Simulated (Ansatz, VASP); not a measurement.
## Two plane-wave programs on Al

```xyz
1
Lattice="-1.4808 1.4808 1.9968 1.4808 -1.4808 1.9968 1.4808 1.4808 -1.9968" Properties=species:S:1:pos:R:3 pbc="T T T"
Al    0.0000    0.0000    0.0000
```

Alike in both runs: task single point; functional LDA; k mesh 22 × 22 × 22; occupations gaussian, width 0.15 eV; no spin polarisation.

|  | VASP | Ansatz |
| --- | --- | --- |
| version | VASP 6.6.1 | Ansatz 0.2.0 |
| potentials or method | VASP PAW LDA potentials, release 64 (Al), cutoff 520 eV | scalar-relativistic, plane waves, PAW |
| valence electrons in the cell | 3 | 3 |

|  | VASP | Ansatz | Ansatz less VASP |
| --- | --- | --- | --- |
| gap on the k mesh at the Fermi level (eV) | none | none | - |
| pressure (GPa) | -6.7 | -6.7 | -0.02 |
| traceless stress, the component that is largest in VASP (GPa) | 1.20 | 1.19 | -0.009 |

LDA's correlation is that of Perdew and Zunger in VASP and of Perdew and Wang (1992) in Ansatz. A gap of «none» marks a metal or a gap that the smearing closes.
